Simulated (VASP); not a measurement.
Al3Cu2:

```
CELL_PARAMETERS angstrom
4.04727 0.00740 0.02004
-2.01722 3.48311 -0.01205
0.02445 -0.00286 4.98070
ATOMIC_POSITIONS crystal
Al 0.99914 0.99770 0.99621
Al 0.32394 0.61520 0.32464
Al 0.63611 0.32164 0.65240
Cu 0.29369 0.65587 0.85498
Cu 0.64885 0.29109 0.12956
```

Base run:

- Program: VASP 6.6.1
- Functional: PBEsol
- Potentials or basis: VASP PAW PBE potentials, release 64 (Al, Cu)
- Cutoff: 520 eV
- k mesh: 6 × 6 × 4
- Occupations: gaussian, width 0.1 eV
- Spin: no spin polarisation

Its results: band gap on the k mesh zero (an odd number of electrons rules out a gap without spin polarisation); pressure 7.1 GPa; largest force 1.674 eV/Å.

Task: After a change of settings the same cell gave: band gap on the k mesh zero (an odd number of electrons rules out a gap without spin polarisation); pressure 16.1 GPa; largest force 2.169 eV/Å. Which change was it?
A. k mesh from 6 × 6 × 4 to 2 × 2 × 2; further incar settings from ALGO = Fast; EDIFF = 1e-06; NBANDS = 24 to ALGO = Normal; EDIFF = 1e-06; NBANDS = 24
B. k mesh from 6 × 6 × 4 to 4 × 4 × 4
C. k mesh from 6 × 6 × 4 to 1 × 1 × 1
D. k mesh from 6 × 6 × 4 to 4 × 4 × 2; further incar settings from ALGO = Fast; EDIFF = 1e-06; NBANDS = 24 to ALGO = Normal; EDIFF = 1e-06; NBANDS = 24

Result: C.

Caveats: some runs use coarse meshes; the PAW data sets were made with another functional, which shifts forces and pressure a little; the cell stands under pressure (at least some runs).
